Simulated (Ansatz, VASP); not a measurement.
# Two plane-wave programs on BaCa2

```
CELL_PARAMETERS angstrom
-2.09906 2.09906 5.14925
2.09906 -2.09906 5.14925
2.09906 2.09906 -5.14925
ATOMIC_POSITIONS crystal
Ba 0.00000 0.00000 0.00000
Ca 0.66500 0.66500 0.00000
Ca 0.33500 0.33500 0.00000
```

Alike in both runs: task single point; functional PBE; k mesh 6 × 6 × 6; occupations gaussian, width 0.1 eV; no spin polarisation.

```csv
,VASP,Ansatz
version,VASP 6.6.1,Ansatz 0.2.0
potentials or method,"VASP PAW PBE potentials, release 64 (Ba_sv, Ca_sv), cutoff 520 eV","scalar-relativistic, plane waves, PAW"
valence electrons in the cell,30,30
```

Ansatz gave:

```
gap on the k mesh at the Fermi level (eV)                     : none
pressure (GPa)                                                : 12.4
traceless stress, the component that is largest in VASP (GPa) : 2.11
rms of the force components (eV/Å)                            : 0.114
```

Task: What did VASP give for the same quantities?

Result: gap on the k mesh at the Fermi level (eV): none; pressure (GPa): 12.7; traceless stress, the component that is largest in VASP (GPa): 2.11; rms of the force components (eV/Å): 0.112.

Atom by atom the forces differ by 0.002 eV/Å (rms over components). A gap of «none» marks a metal or a gap that the smearing closes. With one functional, cell and mesh, what is left measures potentials, basis and numerics.

Neither program's run includes spin-orbit coupling.
